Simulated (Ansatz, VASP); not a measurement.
## One calculation of MgCd5Te6, two programs

```
Mg Cd Te
1.0
     4.66446    0.00000    0.00000
    -2.33223    4.03954    0.00000
     0.00000    0.00000   22.89067
Mg Cd Te
1 5 6
Direct
  0.66667 0.33333 0.16563
  0.33333 0.66667 0.00215
  0.33333 0.66667 0.33177
  0.33333 0.66667 0.66677
  0.66667 0.33333 0.49919
  0.66667 0.33333 0.83434
  0.33333 0.66667 0.12745
  0.33333 0.66667 0.45705
  0.33333 0.66667 0.79216
  0.66667 0.33333 0.28919
  0.66667 0.33333 0.62456
  0.66667 0.33333 0.95973
```

Alike in both runs: functional PBE; k mesh 6 × 6 × 2; occupations gaussian, width 0.02 eV; no spin polarisation.

Ansatz relaxed the structure, and its values are those at the end. VASP's run is a single point on that final structure, the one shown.

|  | VASP | Ansatz |
| --- | --- | --- |
| version | VASP 6.6.1 | Ansatz 0.2.0 |
| potentials or method | VASP PAW PBE potentials, release 64 (Mg, Cd, Te), cutoff 520 eV | scalar-relativistic, plane waves, PAW |
| valence electrons in the cell | 98 | 206 |

Ansatz gave:

```
gap on the k mesh at the Fermi level (eV) : 0.80
least direct gap on the mesh (eV)         : 0.80
pressure (GPa)                            : 0.0
rms of the force components (eV/Å)        : 0.002
```

Q: Estimate VASP's values.

A: gap on the k mesh at the Fermi level (eV): 0.79; least direct gap on the mesh (eV): 0.79; pressure (GPa): 0.1; rms of the force components (eV/Å): 0.005.

With one functional, cell and mesh, what is left measures potentials, basis and numerics. VASP's potentials hold 98 valence electrons a cell and Ansatz's 206, so a difference there can come from the potentials and not from the codes.

Neither program's run includes spin-orbit coupling.
